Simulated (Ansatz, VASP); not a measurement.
BaS in VASP and in Ansatz

Contents of INCAR:

```
SYSTEM = BaS
PREC = Accurate
ENCUT = 520
EDIFF = 1E-6
ISMEAR = -1
SIGMA = 0.02
LREAL = .False.
LASPH = .True.
NELM = 100
ALGO = Normal
ISIF = 2
LWAVE = .False.
LCHARG = .False.
GGA = PE
NBANDS = 15
```

File KPOINTS:

```
Automatic mesh
0
Gamma
  8 8 8
  0 0 0
```

POSCAR

```
BaS
1.0
    0.0000000000      3.1382457478      3.2117958733
    3.1382457478      0.0000000000      3.2117958733
    3.1382457478      3.1382457478      0.0000000000
Ba S
1 1
Direct
    0.0000000000      0.0000000000      0.0000000000
    0.5000000000      0.5000000000      0.5000000000
```

Input for Ansatz:

```yaml
crystal:
  lattice:
    - [0.0, 3.1382457478, 3.2117958733]
    - [3.1382457478, 0.0, 3.2117958733]
    - [3.1382457478, 3.1382457478, 0.0]
  atoms:
    - { symbol: Ba, position: [0.0, 0.0, 0.0] }
    - { symbol: S, position: [0.5, 0.5, 0.5] }
kpoints:
  mp_grid: { grid: [8, 8, 8] }
  band_path:
    path:
      - [0.0, 0.0, 0.0]
      - [0.5, 0.0, 0.5]
      - [0.625, 0.25, 0.625]
      - [0.375, 0.375, 0.75]
      - [0.5, 0.5, 0.5]
      - [0.5, 0.25, 0.75]
      - [0.0, 0.5, 0.5]
    npoints: 1
hamiltonian:
  xc: pbe
scf:
  occupations: { method: fermi_dirac, width: 0.02 }
  n_extra_bands: 4
output:
  forces: true
  stress: true
  eigenvalues: true
```

Change from the starting cell: biaxial_xy strain -2.3%.

Alike in both runs: task single point; functional PBE; k mesh 8 × 8 × 8; occupations fermi-dirac, width 0.02 eV; no spin polarisation.

|  | VASP | Ansatz |
| --- | --- | --- |
| version | VASP 6.6.1 | Ansatz 0.2.0 |
| potentials or method | VASP PAW PBE potentials, release 64 (Ba_sv, S) | plane waves, PAW |
| plane-wave cutoff (eV) | 520 | 420 |
| valence electrons in the cell | 16 | 16 |

Ansatz gave:

- gap on the k mesh at the Fermi level (eV): 2.13
- pressure (GPa): 2.3
- traceless stress, the component that is largest in VASP (GPa): -1.38

Question: Estimate VASP's values.

Answer: gap on the k mesh at the Fermi level (eV): 2.02; pressure (GPa): 3.0; traceless stress, the component that is largest in VASP (GPa): -1.51.

With one functional, cell and mesh, what is left measures potentials, basis and numerics.

Spin-orbit coupling is off throughout.
